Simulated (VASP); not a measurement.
# CdSe (F-43m) in VASP: notebook

The runs below take CdSe through single point, with PBEsol, BLYP, PBE+D3(BJ), revPBE.

All numbers are computed with VASP 6.6.1; they aren't measurements. Logs are shortened: lines on timing, memory, paths and dates and some standing lists are left out, and cuts for length are marked.

## 1. The cell of the first run

It takes space group F-43m (No. 216, cubic). The conventional cell has a = 6.083 Å, b = 6.083 Å, c = 6.083 Å, α = 90.00°, β = 90.00°, γ = 90.00°. Cd (site symmetry -43m) has 4 Se at 2.63 Å within 3.5 Å. Se (site symmetry -43m) has 4 Cd at 2.63 Å within 3.5 Å.

## 2. Single point, PBEsol

Input file INCAR:

```
PREC = Accurate ; ENCUT = 520
EDIFF = 1E-6 ; ISMEAR = -1
SIGMA = 0.05 ; LREAL = False
LASPH = True ; NELM = 100
ALGO = Normal ; ISIF = 2
LWAVE = False ; LCHARG = False
GGA = PS ; NBANDS = 16
```

Input file KPOINTS:

```
Automatic mesh
0
Gamma
  8 8 8
```

Input file POSCAR:

```
CdSe
1.0
    0.0000000000      3.0413240227      3.0413240227
    3.0413240227      0.0000000000      3.0413240227
    3.0413240227      3.0413240227      0.0000000000
Cd Se
1 1
Direct
    0.0000000000      0.0000000000      0.0000000000
    0.2500000000      0.2500000000      0.2500000000
```

Potentials or basis: VASP PAW PBE potentials, release 64 (Cd, Se).

The run is started by

```console
cat potpaw_PBE.64/Cd/POTCAR potpaw_PBE.64/Se/POTCAR > POTCAR
mpirun -np 1 vasp_std > vasp.out
```

OUTCAR:

```text
PREC = Accurate
   ENCUT = 520
   EDIFF = 1E-6
   ISMEAR = -1
   LREAL = False
   LASPH = True
   NELM = 100
   ISIF = 2
   GGA = PS

 ion  position               nearest neighbor table
   1  0.000  0.000  0.000-   2 2.63   2 2.63   2 2.63   2 2.63
   2  0.250  0.250  0.250-   1 2.63   1 2.63   1 2.63   1 2.63

  LATTYP: Found a face centered cubic cell.
 ALAT       =     6.0826480454

  Lattice vectors:

 A1 = (   0.0000000000,   3.0413240227,   3.0413240227)
 A2 = (   3.0413240227,   0.0000000000,   3.0413240227)
 A3 = (   3.0413240227,   3.0413240227,   0.0000000000)

Analysis of symmetry for initial positions (statically):
=====================================================================
 Subroutine PRICEL returns:
 Original cell was already a primitive cell.

 Routine SETGRP: Setting up the symmetry group for a
 face centered cubic supercell.

 Subroutine GETGRP returns: Found 24 space group operations
 (whereof 24 operations were pure point group operations)
 out of a pool of 48 trial point group operations.

The static configuration has the point symmetry T_d .

Analysis of symmetry for dynamics (positions and initial velocities):
=====================================================================
 Subroutine PRICEL returns:
 Original cell was already a primitive cell.

 Routine SETGRP: Setting up the symmetry group for a
 face centered cubic supercell.

 Subroutine GETGRP returns: Found 24 space group operations
 (whereof 24 operations were pure point group operations)
 out of a pool of 48 trial point group operations.

The dynamic configuration has the point symmetry T_d .

 Subroutine INISYM returns: Found 24 space group operations
 (whereof 24 operations are pure point group operations),
 and found     1 'primitive' translations

----------------------------------------------------------------------------------------

                                     Primitive cell

  volume of cell :      56.2624

  direct lattice vectors                    reciprocal lattice vectors
     0.000000000  3.041324023  3.041324023    -0.164402082  0.164402082  0.164402082
     3.041324023  0.000000000  3.041324023     0.164402082 -0.164402082  0.164402082
     3.041324023  3.041324023  0.000000000     0.164402082  0.164402082 -0.164402082

  length of vectors
     4.301081680  4.301081680  4.301081680     0.284752758  0.284752758  0.284752758

  position of ions in fractional coordinates (direct lattice)
     0.000000000  0.000000000  0.000000000
     0.250000000  0.250000000  0.250000000

  ion indices of the primitive-cell ions
   primitive index   ion index
                 1           1
                 2           2

----------------------------------------------------------------------------------------

 KPOINTS: Automatic mesh

Automatic generation of k-mesh.
 Grid dimensions read from file:
 generate k-points for:    8    8    8

 Generating k-lattice:

  Cartesian coordinates                     Fractional coordinates (reciprocal lattice)
    -0.020550260  0.020550260  0.020550260     0.125000000  0.000000000  0.000000000
     0.020550260 -0.020550260  0.020550260     0.000000000  0.125000000  0.000000000
     0.020550260  0.020550260 -0.020550260     0.000000000  0.000000000  0.125000000

  Length of vectors
     0.035594095  0.035594095  0.035594095

  Shift w.r.t. Gamma in fractional coordinates (k-lattice)
     0.000000000  0.000000000  0.000000000

 Subroutine IBZKPT returns following result:
 ===========================================

 Found     29 irreducible k-points:

 Following reciprocal coordinates:
            Coordinates               Weight
  0.000000  0.000000  0.000000      1.000000
  0.125000  0.000000  0.000000      8.000000
  0.250000  0.000000  0.000000      8.000000
  0.375000  0.000000  0.000000      8.000000
  0.500000  0.000000  0.000000      4.000000
  0.125000  0.125000  0.000000      6.000000
[... 16 lines left out ...]
  0.500000  0.250000  0.125000     48.000000
 -0.375000  0.250000  0.125000     24.000000
 [... further k-points ...]
   k-points           NKPTS =     29   k-points in BZ     NKDIM =     29   number of bands    NBANDS=     16
   number of dos      NEDOS =    301   number of ions     NIONS =      2
   total plane-waves  NPLWV =  32768
   dimension x,y,z NGX =    32 NGY =   32 NGZ =   32
   dimension x,y,z NGXF=    64 NGYF=   64 NGZF=   64
   ions per type =               1   1
   NGX,Y,Z   is equivalent  to a cutoff of  12.37, 12.37, 12.37 a.u.
   NGXF,Y,Z  is equivalent  to a cutoff of  24.74, 24.74, 24.74 a.u.
 SYSTEM =  unknown system
   PREC   = accura    normal or accurate (medium, high low for compatibility)
   ISTART =      0    job   : 0-new  1-cont  2-samecut
   ICHARG =      2    charge: 1-file 2-atom 10-const
   ISPIN  =      1    spin polarized calculation?
   LNONCOLLINEAR =      F non collinear calculations
   LSORBIT =      F    spin-orbit coupling
   LASPH  =      T    aspherical Exc in radial PAW
   ENCUT  =  520.0 eV  38.22 Ry    6.18 a.u.   8.00  8.00  8.00*2*pi/ulx,y,z
   NELM   =    100;   NELMIN=  2; NELMDL= -5     # of ELM steps
   EDIFF  = 0.1E-05   stopping-criterion for ELM
   LREAL  =      F    real-space projection
   EDIFFG = 0.1E-04   stopping-criterion for IOM
   NSW    =      0    number of steps for IOM
   IBRION =     -1    ionic relax: 0-MD 1-quasi-New 2-CG
   NFREE  =      0    steps in history (QN), initial steepest desc. (CG)
   ISIF   =      2    stress and relaxation
   ISYM   =      2    0-nonsym 1-usesym 2-fastsym
   POTIM  = 0.5000    time-step for ionic-motion
   TEBEG  =    0.0;   TEEND  =   0.0 temperature during run
   PSTRESS=    0.0 pullay stress
   NELECT =      18.0000    total number of electrons
   NUPDOWN=      -1.0000    fix difference up-down
   EMIN   =  10.00;   EMAX   =-10.00  energy-range for DOS
   EFERMI =   0.00;   METHOD = LEGACY
   ISMEAR =    -1;   SIGMA  =   0.05  broadening in eV -4-tet -1-fermi 0-gaus
   EFERMI_NEDOS =   21; number of points for ismear=-14 and -15
   IALGO  =     38    algorithm
   IMIX   =      4    mixing-type and parameters
     AMIX     =   0.40;   BMIX     =  1.00
     AMIX_MAG =   1.60;   BMIX_MAG =  1.00
  volume/ion in A,a.u.               =      28.13       189.84
  Fermi-wavevector in a.u.,A,eV,Ry     =   1.119678  2.115884 17.057323  1.253678
  Thomas-Fermi vector in A             =   2.256318
   LORBIT       =      0    0 simple, 1 ext, 2 COOP (PROOUT), +10 PAW based schemes
   GGA     = PS    functional components
   LHFCALC =     F    Hartree Fock is set to
   AEXX    =    0.0000 exact exchange contribution
   IVDW    =     0    specifies the selected vdW correction
   LEPSILON=     F    determine dielectric tensor
   LRPA    =     F    only Hartree local field effects (RPA)
 non-spin polarized calculation
  energy-cutoff  :      520.00
  volume of cell :       56.26
 maximum number of plane-waves:      1540
   NGX = 15   NGY = 15   NGZ = 15

 number of electron      18.0000002 magnetization

 Free energy of the ion-electron system (eV)
  ---------------------------------------------------
  ext. energy  EPLUGINS =         0.00000000
  ---------------------------------------------------
  free energy    TOTEN  =        -6.17706889 eV

  energy without entropy =       -6.17702683  energy(sigma->0) =       -6.17704786

 E-fermi :   1.0907     XC(G=0):  -9.0987

 val. band max:        0.8111307273   @ k =   0.0000   0.0000   0.0000
 cond. band min:       1.2934078563   @ k =   0.0000   0.0000   0.0000
 fundamental gap:      0.4822771290
 Fermi energy:         1.0906793060

 k-point     1 :       0.0000    0.0000    0.0000
  band No.  band energies     occupation
      1     -11.8123      2.00000
      2      -7.1013      2.00000
      3      -7.1013      2.00000
      4      -7.1013      2.00000
      5      -6.7200      2.00000
      6      -6.7200      2.00000
[... 8 lines left out ...]
     15      11.8759      0.00000
     16      11.8759      0.00000

 k-point     2 :       0.1250    0.0000    0.0000
  band No.  band energies     occupation
      1     -11.7577      2.00000
      2      -7.0839      2.00000
      3      -7.0839      2.00000
      4      -7.0543      2.00000
      5      -6.7210      2.00000
      6      -6.7210      2.00000
[... 8 lines left out ...]
     15      11.0643      0.00000
     16      11.1357      0.00000

 k-point     3 :       0.2500    0.0000    0.0000
  band No.  band energies     occupation
      1     -11.6240      2.00000
      2      -7.0457      2.00000
      3      -7.0457      2.00000
      4      -6.8922      2.00000
      5      -6.7181      2.00000
      6      -6.7181      2.00000
[... 8 lines left out ...]
     15      10.8135      0.00000
     16      10.8135      0.00000

 k-point     4 :       0.3750    0.0000    0.0000
  band No.  band energies     occupation
      1     -11.4885      2.00000
      2      -7.0155      2.00000
      3      -7.0155      2.00000
      4      -6.7052      2.00000
      5      -6.7052      2.00000
      6      -6.6129      2.00000
[... 8 lines left out ...]
     15      11.7011      0.00000
     16      11.7011      0.00000

 k-point     5 :       0.5000    0.0000    0.0000
  band No.  band energies     occupation
      1     -11.4320      2.00000
      2      -7.0059      2.00000
      3      -7.0059      2.00000
      4      -6.6962      2.00000
      5      -6.6962      2.00000
      6      -6.4271      2.00000
[... 8 lines left out ...]
     15      12.8893      0.00000
     16      12.8893      0.00000

 k-point     6 :       0.1250    0.1250    0.0000
  band No.  band energies     occupation
      1     -11.7396      2.00000
      2      -7.0670      2.00000
      3      -7.0670      2.00000
      4      -7.0609      2.00000
      5      -6.7318      2.00000
      6      -6.7113      2.00000
[... 8 lines left out ...]
     15      11.6453      0.00000
     16      12.0101      0.00000

 k-point     7 :       0.2500    0.1250    0.0000
  band No.  band energies     occupation
      1     -11.6325      2.00000
      2      -7.0419      2.00000
      3      -7.0263      2.00000
      4      -6.9442      2.00000
      5      -6.7338      2.00000
      6      -6.7031      2.00000
[... 8 lines left out ...]
     15      11.7732      0.00000
     16      12.1392      0.00000

 k-point     8 :       0.3750    0.1250    0.0000
  band No.  band energies     occupation
      1     -11.4978      2.00000
      2      -7.0118      2.00000
      3      -6.9917      2.00000
      4      -6.7729      2.00000
      5      -6.6938      2.00000
      6      -6.6468      2.00000
[... 8 lines left out ...]
     15      11.7562      0.00000
     16      12.3154      0.00000

 k-point     9 :       0.5000    0.1250    0.0000
  band No.  band energies     occupation
      1     -11.4153      2.00000
      2      -6.9957      2.00000
      3      -6.9803      2.00000
      4      -6.7248      2.00000
      5      -6.6938      2.00000
      6      -6.4172      2.00000
[... 8 lines left out ...]
     15      12.1915      0.00000
     16      12.9510      0.00000
[... 172 lines left out ...]
 k-point    19 :       0.5000    0.3750    0.0000
  band No.  band energies     occupation
      1     -11.3306      2.00000
      2      -6.9178      2.00000
      3      -6.8583      2.00000
      4      -6.8345      2.00000
      5      -6.6700      2.00000
      6      -6.3736      2.00000
[... 8 lines left out ...]
     15      13.3409      0.00000
     16      13.9612      0.00000

 k-point    20 :      -0.3750    0.3750    0.0000
  band No.  band energies     occupation
      1     -11.3232      2.00000
      2      -6.9392      2.00000
      3      -6.8776      2.00000
      4      -6.7901      2.00000
      5      -6.6904      2.00000
      6      -6.2737      2.00000
[... 8 lines left out ...]
     15      12.2681      0.00000
     16      14.6732      0.00000

 k-point    21 :       0.5000    0.5000    0.0000
  band No.  band energies     occupation
      1     -11.3123      2.00000
      2      -6.9110      2.00000
      3      -6.8355      2.00000
      4      -6.8355      2.00000
      5      -6.6603      2.00000
      6      -6.3643      2.00000
[... 8 lines left out ...]
     15      13.1941      0.00000
     16      14.1230      0.00000

 k-point    22 :       0.3750    0.2500    0.1250
  band No.  band energies     occupation
      1     -11.5251      2.00000
      2      -7.0041      2.00000
      3      -6.9842      2.00000
      4      -6.8381      2.00000
      5      -6.7129      2.00000
      6      -6.6751      2.00000
[... 8 lines left out ...]
     15      12.2774      0.00000
     16      13.4019      0.00000

 k-point    23 :       0.5000    0.2500    0.1250
  band No.  band energies     occupation
      1     -11.4174      2.00000
      2      -6.9751      2.00000
      3      -6.9569      2.00000
      4      -6.7683      2.00000
      5      -6.6980      2.00000
      6      -6.4866      2.00000
[... 8 lines left out ...]
     15      12.6014      0.00000
     16      13.3062      0.00000

 k-point    24 :      -0.3750    0.2500    0.1250
  band No.  band energies     occupation
      1     -11.3730      2.00000
      2      -6.9700      2.00000
      3      -6.9443      2.00000
      4      -6.7410      2.00000
      5      -6.7038      2.00000
      6      -6.3392      2.00000
[... 8 lines left out ...]
     15      12.3702      0.00000
     16      13.3486      0.00000

 [... further k-points ...]
[... 5 lines left out ...]
  --------------------------------------------------------------------------------------
  -------------------------------------------------------------------------------------
  Total        0.1090769      0.1090769      0.1090769      0.0000000     -0.0000000     -0.0000000
  in kB        3.1061694      3.1061694      3.1061694      0.0000000     -0.0000000     -0.0000000
  external PRESSURE =       3.1061694 kB  Pullay stress =       0.0000000 kB

 VOLUME and BASIS-vectors are now :
 -----------------------------------------------------------------------------
  energy-cutoff  :      520.00
  volume of cell :       56.26
      direct lattice vectors                 reciprocal lattice vectors
     0.000000000  3.041324023  3.041324023    -0.164402082  0.164402082  0.164402082
     3.041324023  0.000000000  3.041324023     0.164402082 -0.164402082  0.164402082
     3.041324023  3.041324023  0.000000000     0.164402082  0.164402082 -0.164402082

 POSITION                                       TOTAL-FORCE (eV/Angst)
 -----------------------------------------------------------------------------------
      0.00000      0.00000      0.00000        -0.000000     -0.000000     -0.000000
      1.52066      1.52066      1.52066         0.000000      0.000000      0.000000
 -----------------------------------------------------------------------------------
    total drift:                               -0.000000     -0.000000     -0.000000

  FREE ENERGIE OF THE ION-ELECTRON SYSTEM (eV)
  ---------------------------------------------------
  free  energy   TOTEN  =        -6.1770688946 eV

  energy  without entropy=       -6.1770268300  energy(sigma->0) =       -6.17704786
```

It took 14 s on 1 thread of Intel Xeon 6975P-C, shared host; peak memory 0.18 GiB.

What came out:

- Free energy: -6.1771 eV
- Pressure: 0.3 GPa
- Band gap on the k mesh: 0.48 eV, direct

Caveat: the PAW data sets were made with another functional, which shifts forces and pressure a little. As with any semilocal functional, this PBEsol gap is likely too small.

## 3. Single point, BLYP

This run uses another cell than the first one, of 28.36 Å³/atom, 1.008 times its volume.

Input file INCAR:

```
SYSTEM = CdSe
  PREC = Accurate
  ENCUT = 520
  EDIFF = 1E-6
  ISMEAR = -1
  SIGMA = 0.05
  LREAL = .FALSE.
  LASPH = .TRUE.
  NELM = 60
  ALGO = Normal
  ISIF = 2
  LWAVE = .FALSE.
  LCHARG = .TRUE.
  GGA = B5
  ALDAX = 1.0
  AGGAX = 1.0
  AGGAC = 1.0
  ALDAC = 0.0
  LELF = .TRUE.
  LVHAR = .TRUE.
  NBANDS = 16
```

Input file KPOINTS:

```
Automatic mesh
0
G
  8 8 8
  0 0 0
```

Input file POSCAR:

```
CdSe
1.0
    0.0000000000      3.0496647307      3.0496647307
    3.0496647307      0.0000000000      3.0496647307
    3.0496647307      3.0496647307      0.0000000000
Cd Se
1 1
Direct
    0.0000000000      0.0000000000      0.0000000000
    0.2500000000      0.2500000000      0.2500000000
```

Potentials or basis: VASP PAW PBE potentials, release 64 (Cd, Se).

The run is started by

```console
cat potpaw_PBE.64/Cd/POTCAR potpaw_PBE.64/Se/POTCAR > POTCAR
mpirun -np 1 vasp_std > vasp.out
```

It took 25 s on 1 thread of Intel Xeon 6975P-C, shared host; peak memory 0.18 GiB.

The run converged. Its results:

```yaml
Free_energy: -4.4551 eV
Pressure: 5.6 GPa
Band_gap_on_the_k_mesh: 0.55 eV, direct
```

Levels at points of the mesh, in eV from the valence-band top:
```
           k point  band 5  band 6  band 7  band 8  band 9  band 10  band 11  band 12  band 13  band 14
(0.00, 0.00, 0.00)   -7.60   -7.60    0.00    0.00    0.00     0.55     5.94     5.94     5.94     9.88
(0.50, 0.00, 0.00)   -7.58   -7.32   -4.32   -0.73   -0.73     2.36     6.47     6.47     7.47    10.15
(0.50, 0.50, 0.00)   -7.55   -7.25   -4.04   -1.81   -1.81     3.25     3.75     9.14    10.12    10.12
```

Caveat: the PAW data sets were made with another functional, which shifts forces and pressure a little.

[end of part 1 of 2]
